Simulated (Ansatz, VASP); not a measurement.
# One calculation of B2O, two programs

File INCAR:

```
ALGO     = Fast           # electronic algorithm
EDIFF    = 1E-7           # SCF threshold, eV
ENCUT    = 520            # plane-wave cutoff, eV
GGA      = PE             # functional
ISIF     = 2              # what is computed and relaxed
ISMEAR   = 0              # smearing method
IVDW     = 12             # dispersion correction
LASPH    = True           # aspherical terms in the spheres
LCHARG   = False          # write CHGCAR
LREAL    = False          # projectors in reciprocal space
LWAVE    = False          # write WAVECAR
NBANDS   = 21             # bands
NELM     = 100            # most SCF steps
PREC     = Accurate       # precision mode
SIGMA    = 0.15           # smearing width, eV
```

Contents of KPOINTS:

```
k-points
0
Gamma
  21 21 6
```

File POSCAR:

```
B2O
1.0
    2.5393922807      0.0000000000      0.0000000000
   -1.2696961403      2.1991782252      0.0000000000
    0.0000000000      0.0000000000      8.5574980467
B O
4 2
Direct
    0.0000000000      0.0000000000      0.4099026039
    0.0000000000      0.0000000000      0.5900973961
    0.6666666667      0.3333333333      0.0293462865
    0.3333333333      0.6666666667      0.9706537135
    0.6666666667      0.3333333333      0.3525784977
    0.3333333333      0.6666666667      0.6474215023
```

Input for Ansatz:

```yaml
crystal:
  lattice:
    - [2.5393922807, 0.0, 0.0]
    - [-1.2696961403, 2.1991782252, 0.0]
    - [0.0, 0.0, 8.5574980467]
  atoms:
    - { symbol: B, position: [0.0, 0.0, 0.4099026039] }
    - { symbol: B, position: [0.0, 0.0, 0.5900973961] }
    - { symbol: B, position: [0.6666666667, 0.3333333333, 0.0293462865] }
    - { symbol: B, position: [0.3333333333, 0.6666666667, 0.9706537135] }
    - { symbol: O, position: [0.6666666667, 0.3333333333, 0.3525784977] }
    - { symbol: O, position: [0.3333333333, 0.6666666667, 0.6474215023] }
basis:
  ecutwfc: 520.0
kpoints:
  mp_grid: { grid: [21, 21, 6] }
hamiltonian:
  xc: pbe
  dispersion: d3bj
scf:
  occupations: { method: gaussian, width: 0.15 }
output:
  forces: true
  stress: true
  eigenvalues: true
```

Alike in both runs: task single point; functional PBE; dispersion D3(BJ); k mesh 21 × 21 × 6; occupations gaussian, width 0.15 eV; no spin polarisation.

```csv
,VASP,Ansatz
version,VASP 6.6.1,Ansatz 0.2.0
potentials or method,"VASP PAW PBE potentials, release 64 (B, O), cutoff 520 eV","scalar-relativistic, plane waves, PAW"
valence electrons in the cell,24,24
```

Ansatz gave:

```
gap on the k mesh at the Fermi level (eV)                     : none
pressure (GPa)                                                : 19.5
traceless stress, the component that is largest in VASP (GPa) : 15.13
rms of the force components (eV/Å)                            : 1.171
```

Question: What did VASP give for the same quantities?

Answer: gap on the k mesh at the Fermi level (eV): none; pressure (GPa): 19.8; traceless stress, the component that is largest in VASP (GPa): 14.63; rms of the force components (eV/Å): 1.179.

Atom by atom the forces differ by 0.011 eV/Å (rms over components). A gap of «none» marks a metal or a gap that the smearing closes.
